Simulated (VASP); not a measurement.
Set up this calculation in VASP 6.6.1, as the native input.

```
Task                   : single point
Functional             : PBE
Potentials or basis    : VASP PAW PBE potentials, release 64 (Ca_sv)
Cutoff                 : 520 eV
k mesh                 : 13 × 13 × 7
Occupations            : fermi-dirac, width 0.05 eV
Spin                   : no spin polarisation
Dipole correction      : no
Further INCAR settings : ALGO = Normal; EDIFF = 1e-07; NBANDS = 17
```

The structure of Ca lies in POSCAR:

```
Ca
1.0
    3.2297012572      0.0000000000      0.0000000000
   -1.6148506286      2.7970033354      0.0000000000
    0.0000000000      0.0000000000      5.4282364079
Ca
2
Direct
    0.3333333333      0.6666666667      0.2500000000
    0.6666666667      0.3333333333      0.7500000000
```

One way to write it, as run:

INCAR

```
  PREC = Accurate
  ENCUT = 520
  EDIFF = 1E-7
  ISMEAR = -1
  SIGMA = 0.05
  LREAL = False
  LASPH = True
  NELM = 100
  ALGO = Normal
  ISIF = 2
  LWAVE = False
  LCHARG = True
  GGA = PE
  LELF = True
  LVHAR = True
  NBANDS = 17
```

KPOINTS

```
regular mesh
0
Gamma
  13 13 7
```

Potentials or basis: VASP PAW PBE potentials, release 64 (Ca_sv).

Command:

```bash
$ cat potpaw_PBE.64/Ca_sv/POTCAR > POTCAR
$ mpirun -np 1 vasp_std > vasp.out
```

Results of the run:

```
Pressure               : 21.0 GPa
Band gap on the k mesh : zero (band 10 reaches 4.65 eV, above the bottom of band 11 at 4.25 eV)
```

It took 28 s on 1 thread of Intel(R) Xeon(R) Platinum 8488C (Sapphire Rapids) (shared host), peak memory 0.19 GiB.
